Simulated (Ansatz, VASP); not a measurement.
# One calculation of HgMo3, two programs

```xyz
8
Lattice="5.7902 0.0000 0.0000 -2.8951 5.0144 0.0000 0.0000 0.0000 4.6351" Properties=species:S:1:pos:R:3 pbc="T T T"
Hg    0.0000    3.3430    1.1588
Hg    2.8951    1.6715    3.4763
Mo    2.8951    3.4851    1.1588
Mo   -1.5706    4.2498    3.4763
Mo    1.3244    0.7647    1.1588
Mo    0.0000    1.5293    3.4763
Mo    4.4657    0.7647    1.1588
Mo    1.5706    4.2498    3.4763
```

Alike in both runs: functional PBE; k mesh 3 × 3 × 4; occupations gaussian, width 0.1 eV; no spin polarisation.

Ansatz relaxed the structure, and its values are those at the end. VASP's run is a single point on that final structure, the one shown.

|  | VASP | Ansatz |
| --- | --- | --- |
| version | VASP 6.6.1 | Ansatz 0.2.0 |
| potentials or method | VASP PAW PBE potentials, release 64 (Hg, Mo_sv), cutoff 520 eV | scalar-relativistic, plane waves, PAW |
| valence electrons in the cell | 108 | 124 |

Ansatz gave:

```
gap on the k mesh at the Fermi level (eV) : none
pressure (GPa)                            : 0.1
rms of the force components (eV/Å)        : 0.009
```

What did VASP give for the same quantities?

gap on the k mesh at the Fermi level (eV): none; pressure (GPa): 0.9; rms of the force components (eV/Å): 0.005.

A gap of «none» marks a metal or a gap that the smearing closes. VASP's potentials hold 108 valence electrons a cell and Ansatz's 124, so a difference there can come from the potentials and not from the codes.

The k mesh is coarse, so the values compare programs but aren't converged. Neither program's run includes spin-orbit coupling.
